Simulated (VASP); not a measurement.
Write the native input for VASP 6.6.1 that does the following.

* Task: relaxation of shape and atoms at fixed volume
* Functional: PBEsol
* Potentials or basis: VASP PAW PBE potentials, release 64 (Hf_pv, S)
* Cutoff: 600 eV
* k mesh: 12 × 12 × 4
* Occupations: gaussian, width 0.1 eV
* Spin: no spin polarisation
* Dipole correction: no
* Further INCAR settings: ALGO = Normal; EDIFF = 1e-06; IBRION = 2; EDIFFG = -0.01; NSW = 50; ISIF = 4

The structure of Hf2S lies in POSCAR:

```
Hf2S
1.0
    3.2719355850      0.0000000000      0.0000000000
   -1.6359677925      2.8335793362      0.0000000000
    0.0000000000      0.0000000000     11.4700250631
Hf S
4 2
Direct
    0.6666666667      0.3333333333      0.8988517866
    0.3333333333      0.6666666667      0.3988517866
    0.6666666667      0.3333333333      0.6011482134
    0.3333333333      0.6666666667      0.1011482134
    0.0000000000      0.0000000000      0.7500000000
    0.0000000000      0.0000000000      0.2500000000
```

This cell differs from its parent crystal: volume scaled by 0.94.

These files were run (other wordings do the same):

INCAR

```
SYSTEM = Hf2S
ALGO = Normal
EDIFF = 1E-6
EDIFFG = -0.01
ENCUT = 600
GGA = PS
IBRION = 2
ISIF = 4
ISMEAR = 0
LASPH = .True.
LCHARG = .False.
LREAL = .False.
LWAVE = .False.
NELM = 100
NSW = 50
PREC = Accurate
SIGMA = 0.1
```

KPOINTS

```
k-points
0
Gamma
  12 12 4
  0 0 0
```

Potentials or basis: VASP PAW PBE potentials, release 64 (Hf_pv, S).

Run with:

```console
$ cat potpaw_PBE.64/Hf_pv/POTCAR potpaw_PBE.64/S/POTCAR > POTCAR
$ mpirun -np 1 vasp_std > vasp.out
```

Results of the run:

| Quantity | Value |
| --- | --- |
| Energy gained by relaxing | 0.3 meV/atom |
| Ionic steps | 4 |
| Pressure after relaxing | 9.4 GPa |
| Largest force after relaxing | 0.005 eV/Å |
| Band gap on the k mesh | zero (band 26 reaches 7.47 eV, above the bottom of band 27 at 6.42 eV) |

Caveat: the PAW data sets were made with another functional, which shifts forces and pressure a little; spin-orbit coupling is left out, which moves the levels of the heavy elements.

Run time: 7.2 min on 1 thread of Intel(R) Xeon(R) Platinum 8488C (Sapphire Rapids), with other jobs on the host, peak memory 0.39 GiB.
